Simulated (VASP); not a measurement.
# LiF (I-4m2) in VASP: notebook

The runs below take LiF through single point, with PBE, r2SCAN.

Everything below comes from runs of VASP 6.6.1. Logs are shortened: lines on timing, memory, paths and dates and some standing lists are left out, and cuts for length are marked.

### 1 The cell of the first run

It takes space group I-4m2 (No. 119, tetragonal). The conventional cell has a = 2.885 Å, b = 2.885 Å, c = 4.562 Å, α = 90.00°, β = 90.00°, γ = 90.00°. Within 2.4 Å of Li (site symmetry -4m2) lie 4 F at 1.84 Å. Within 2.4 Å of F (site symmetry -4m2) lie 4 Li at 1.84 Å.

### 2 Single point, PBE (epitaxial xy strain -4.9%)

INCAR

```
SYSTEM = LiF
PREC = Accurate
ENCUT = 520
EDIFF = 1E-6
ISMEAR = -1
SIGMA = 0.02
LREAL = .FALSE.
LASPH = .TRUE.
NELM = 80
ALGO = Normal
ISIF = 2
LWAVE = .FALSE.
LCHARG = .FALSE.
GGA = PE
NBANDS = 12
```

KPOINTS

```
Automatic mesh
0
G
  10 10 10
  0 0 0
```

POSCAR

```
LiF
1.0
    0.0000000000      2.0399535550      2.2809023222
    2.0399535550      0.0000000000      2.2809023222
    2.0399535550      2.0399535550      0.0000000000
Li F
1 1
Direct
    0.0000000000      0.0000000000      0.0000000000
    0.2500000000      0.2500000000      0.2500000000
```

Potentials or basis: VASP PAW PBE potentials, release 64 (Li_sv, F).

The run is started by

```
$ cat potpaw_PBE.64/Li_sv/POTCAR potpaw_PBE.64/F/POTCAR > POTCAR
$ mpirun -np 1 vasp_std > vasp.out
```

OUTCAR:

```text
SYSTEM = LiF
   PREC = Accurate
   ENCUT = 520
   EDIFF = 1E-6
   ISMEAR = -1
   LREAL = .FALSE.
   LASPH = .TRUE.
   NELM = 80
   ISIF = 2
   GGA = PE

 ion  position               nearest neighbor table
   1  0.000  0.000  0.000-   2 1.84   2 1.84   2 1.84   2 1.84
   2  0.250  0.250  0.250-   1 1.84   1 1.84   1 1.84   1 1.84

  LATTYP: Found a body centered tetragonal cell.
 ALAT       =     2.8849299841
 C/A-ratio  =     1.5812531568

  Lattice vectors:

 A1 = (  -2.0399535550,   0.0000000000,   2.2809023222)
 A2 = (   2.0399535550,   0.0000000000,   2.2809023222)
 A3 = (   0.0000000000,   2.0399535550,  -2.2809023222)

Analysis of symmetry for initial positions (statically):
=====================================================================
 Subroutine PRICEL returns:
 Original cell was already a primitive cell.

 Routine SETGRP: Setting up the symmetry group for a
 body centered tetragonal supercell.

 Subroutine GETGRP returns: Found  8 space group operations
 (whereof  8 operations were pure point group operations)
 out of a pool of 16 trial point group operations.

The static configuration has the point symmetry D_2d.

Analysis of symmetry for dynamics (positions and initial velocities):
=====================================================================
 Subroutine PRICEL returns:
 Original cell was already a primitive cell.

 Routine SETGRP: Setting up the symmetry group for a
 body centered tetragonal supercell.

 Subroutine GETGRP returns: Found  8 space group operations
 (whereof  8 operations were pure point group operations)
 out of a pool of 16 trial point group operations.

The dynamic configuration has the point symmetry D_2d.

 Subroutine INISYM returns: Found  8 space group operations
 (whereof  8 operations are pure point group operations),
 and found     1 'primitive' translations

----------------------------------------------------------------------------------------

                                     Primitive cell

  volume of cell :      18.9835

  direct lattice vectors                    reciprocal lattice vectors
     0.000000000  2.039953555  2.280902322    -0.245103620  0.245103620  0.219211491
     2.039953555  0.000000000  2.280902322     0.245103620 -0.245103620  0.219211491
     2.039953555  2.039953555  0.000000000     0.245103620  0.245103620 -0.219211491
[... 84 lines left out ...]
   EDIFF  = 0.1E-05   stopping-criterion for ELM
   LREAL  =      F    real-space projection
   EDIFFG = 0.1E-04   stopping-criterion for IOM
   NSW    =      0    number of steps for IOM
   IBRION =     -1    ionic relax: 0-MD 1-quasi-New 2-CG
   NFREE  =      0    steps in history (QN), initial steepest desc. (CG)
   ISIF   =      2    stress and relaxation
   ISYM   =      2    0-nonsym 1-usesym 2-fastsym
   POTIM  = 0.5000    time-step for ionic-motion
   TEBEG  =    0.0;   TEEND  =   0.0 temperature during run
   PSTRESS=    0.0 pullay stress
   NELECT =      10.0000    total number of electrons
   NUPDOWN=      -1.0000    fix difference up-down
   EMIN   =  10.00;   EMAX   =-10.00  energy-range for DOS
   EFERMI =   0.00;   METHOD = LEGACY
   ISMEAR =    -1;   SIGMA  =   0.02  broadening in eV -4-tet -1-fermi 0-gaus
   EFERMI_NEDOS =   21; number of points for ismear=-14 and -15
   IALGO  =     38    algorithm
   IMIX   =      4    mixing-type and parameters
     AMIX     =   0.40;   BMIX     =  1.00
     AMIX_MAG =   1.60;   BMIX_MAG =  1.00
  volume/ion in A,a.u.               =       9.49        64.05
  Fermi-wavevector in a.u.,A,eV,Ry     =   1.322155  2.498511 23.784266  1.748094
  Thomas-Fermi vector in A             =   2.451857
   LORBIT       =      0    0 simple, 1 ext, 2 COOP (PROOUT), +10 PAW based schemes
   GGA     = PE    functional components
   LHFCALC =     F    Hartree Fock is set to
   AEXX    =    0.0000 exact exchange contribution
   IVDW    =     0    specifies the selected vdW correction
   LEPSILON=     F    determine dielectric tensor
   LRPA    =     F    only Hartree local field effects (RPA)
 non-spin polarized calculation
  energy-cutoff  :      520.00
  volume of cell :       18.98
 maximum number of plane-waves:       533
   NGX = 11   NGY = 11   NGZ = 11

 number of electron      10.0000000 magnetization

 Free energy of the ion-electron system (eV)
  ---------------------------------------------------
  ext. energy  EPLUGINS =         0.00000000
  ---------------------------------------------------
  free energy    TOTEN  =        -9.58558311 eV

  energy without entropy =       -9.58558311  energy(sigma->0) =       -9.58558311

 E-fermi :  -1.8386     XC(G=0):  -9.0431

 val. band max:       -2.2383631087   @ k =   0.0000   0.0000   0.0000
 cond. band min:       5.7920051803   @ k =   0.0000   0.0000   0.0000
 fundamental gap:      8.0303682890
 Fermi energy:        -1.8385930810

 k-point     1 :       0.0000    0.0000    0.0000
  band No.  band energies     occupation
      1     -42.6094      2.00000
      2     -21.7352      2.00000
      3      -2.4907      2.00000
      4      -2.2384      2.00000
      5      -2.2384      2.00000
      6       5.7920      0.00000
      7      17.5606      0.00000
      8      17.5606      0.00000
      9      17.5874      0.00000
     10      24.4163      0.00000
     11      24.4749      0.00000
     12      27.4658      0.00000
[... 331 lines left out ...]
 k-point    24 :       0.4000    0.3000    0.0000
  band No.  band energies     occupation
      1     -42.5676      2.00000
      2     -21.5982      2.00000
      3      -3.7364      2.00000
      4      -2.8386      2.00000
      5      -2.7280      2.00000
      6       8.2758      0.00000
      7      13.8546      0.00000
      8      17.8876      0.00000
      9      18.1233      0.00000
     10      19.7561      0.00000
     11      26.7866      0.00000
     12      31.2651      0.00000

 [... further k-points ...]
[... 5 lines left out ...]
  --------------------------------------------------------------------------------------
  -------------------------------------------------------------------------------------
  Total        0.7328255      0.7328255      0.3834808      0.0000000      0.0000000      0.0000000
  in kB       61.8491749     61.8491749     32.3650971      0.0000000      0.0000000      0.0000000
  external PRESSURE =      52.0211490 kB  Pullay stress =       0.0000000 kB

 VOLUME and BASIS-vectors are now :
 -----------------------------------------------------------------------------
  energy-cutoff  :      520.00
  volume of cell :       18.98
      direct lattice vectors                 reciprocal lattice vectors
     0.000000000  2.039953555  2.280902322    -0.245103620  0.245103620  0.219211491
     2.039953555  0.000000000  2.280902322     0.245103620 -0.245103620  0.219211491
     2.039953555  2.039953555  0.000000000     0.245103620  0.245103620 -0.219211491

 POSITION                                       TOTAL-FORCE (eV/Angst)
 -----------------------------------------------------------------------------------
      0.00000      0.00000      0.00000        -0.000000     -0.000000      0.000000
      1.01998      1.01998      1.14045         0.000000      0.000000     -0.000000
 -----------------------------------------------------------------------------------
    total drift:                               -0.000000     -0.000000      0.000002

  FREE ENERGIE OF THE ION-ELECTRON SYSTEM (eV)
  ---------------------------------------------------
  free  energy   TOTEN  =        -9.5855831069 eV

  energy  without entropy=       -9.5855831069  energy(sigma->0) =       -9.58558311
```

OSZICAR:

```text
N       E                     dE             d eps       ncg     rms          rms(c)
DAV:   1     0.324953636812E+02    0.32495E+02   -0.52159E+03  2520   0.833E+02
DAV:   2    -0.909531568724E+01   -0.41591E+02   -0.40839E+02  3004   0.186E+02
DAV:   3    -0.102744391259E+02   -0.11791E+01   -0.11756E+01  3188   0.283E+01
DAV:   4    -0.102911534640E+02   -0.16714E-01   -0.16713E-01  2792   0.365E+00
DAV:   5    -0.102914187990E+02   -0.26534E-03   -0.26533E-03  3252   0.354E-01    0.522E+00
DAV:   6    -0.955486753277E+01    0.73655E+00   -0.34224E+00  2604   0.114E+01    0.160E+00
DAV:   7    -0.956670518099E+01   -0.11838E-01   -0.26168E-02  2920   0.145E+00    0.100E+00
DAV:   8    -0.958532634665E+01   -0.18621E-01   -0.26131E-02  2816   0.155E+00    0.179E-01
DAV:   9    -0.958524355151E+01    0.82795E-04   -0.13288E-03  3056   0.301E-01    0.666E-02
DAV:  10    -0.958558824893E+01   -0.34470E-03   -0.56566E-04  2820   0.169E-01    0.296E-02
DAV:  11    -0.958558225588E+01    0.59931E-05   -0.19588E-05  2940   0.391E-02    0.729E-03
DAV:  12    -0.958558310694E+01   -0.85106E-06   -0.26577E-06  2892   0.141E-02
   1 F= -.95855831E+01 E0= -.95855831E+01  d E =-.235785E-10
```

stdout:

```text
POSCAR found type information on POSCAR LiF
 POSCAR found :  2 types and       2 ions
 scaLAPACK will be used
 LDA part: xc-table for (Slater+PW92), standard interpolation
 POSCAR, INCAR and KPOINTS ok, starting setup
 FFT: planning ... GRIDC
 FFT: planning ... GRID_SOFT
 FFT: planning ... GRID
 WAVECAR not read
 entering main loop
```

Run time: 12 s. Hardware: 1 thread of Intel Xeon 6975P-C, shared host; peak memory 0.14 GiB.

Results:

- Free energy: -9.5856 eV
- Band gap on the k mesh: 8.03 eV, direct

Caveat: the cell differs from its parent crystal (epitaxial xy strain -4.9%); the cutoff is under 1.25 times the usual one of these potentials, so pressure, stress and relaxed cells hold a basis-set (Pulay) error. A k mesh can miss the band edges.

### 3 Single point, r2SCAN (epitaxial xy strain -4.9%)

POSCAR is that of step 2.

INCAR.step1

```
SYSTEM = LiF
ALGO = Normal ; EDIFF = 1E-4
ENCUT = 520 ; GGA = PE
ISMEAR = 0 ; LASPH = .True.
LCHARG = .False. ; LREAL = .False.
LWAVE = .True. ; NBANDS = 12
NELM = 60 ; PREC = Accurate
SIGMA = 0.01
```

INCAR.step2

```
SYSTEM = LiF
ALGO = Normal ; EDIFF = 1E-7
ENCUT = 520 ; ISIF = 2
ISMEAR = 0 ; ISTART = 1
LASPH = .True. ; LCHARG = .True.
LELF = .True. ; LMIXTAU = .True.
LREAL = .False. ; LVHAR = .True.
LWAVE = .False. ; METAGGA = R2SCAN
NBANDS = 12 ; NELM = 60
PREC = Accurate ; SIGMA = 0.01
```

KPOINTS

```
k-points
0
Gamma
  10 10 10
  0 0 0
```

Potentials or basis: VASP PAW PBE potentials, release 64 (Li_sv, F).

The run is started by

```
$ cat potpaw_PBE.64/Li_sv/POTCAR potpaw_PBE.64/F/POTCAR > POTCAR
$ cp INCAR.step1 INCAR
$ mpirun -np 1 vasp_std > vasp.out
$ cp INCAR.step2 INCAR
$ mpirun -np 1 vasp_std > vasp.out
```

Wall time 70 s (1 thread of Intel Xeon 6975P-C, shared host); peak memory 0.15 GiB.

Results (log left out):

```
Free energy            : -11.7860 eV
Band gap on the k mesh : 8.87 eV, indirect (the least direct gap lies 0.6 meV higher)
```

Levels at points of the mesh, in eV from the valence-band top:
| k point | band 2 | band 3 | band 4 | band 5 | band 6 | band 7 | band 8 | band 9 |
| --- | --- | --- | --- | --- | --- | --- | --- | --- |
| (0.00, 0.00, 0.00) | -20.61 | -0.25 | 0.00 | 0.00 | 8.87 | 21.35 | 21.35 | 21.42 |
| (0.50, 0.00, 0.00) | -20.42 | -2.17 | -0.58 | -0.14 | 12.96 | 16.25 | 20.00 | 21.76 |
| (0.50, 0.50, 0.00) | -20.47 | -1.66 | -0.64 | -0.64 | 11.41 | 16.49 | 22.11 | 22.11 |
| (0.50, 0.00, 0.50) | -20.32 | -1.48 | -1.12 | -1.01 | 11.45 | 17.41 | 20.01 | 21.95 |

Caveat: the cell differs from its parent crystal (epitaxial xy strain -4.9%); the cutoff is under 1.25 times the usual one of these potentials, so pressure, stress and relaxed cells hold a basis-set (Pulay) error; the PAW data sets were made with another functional, which shifts forces and pressure a little.
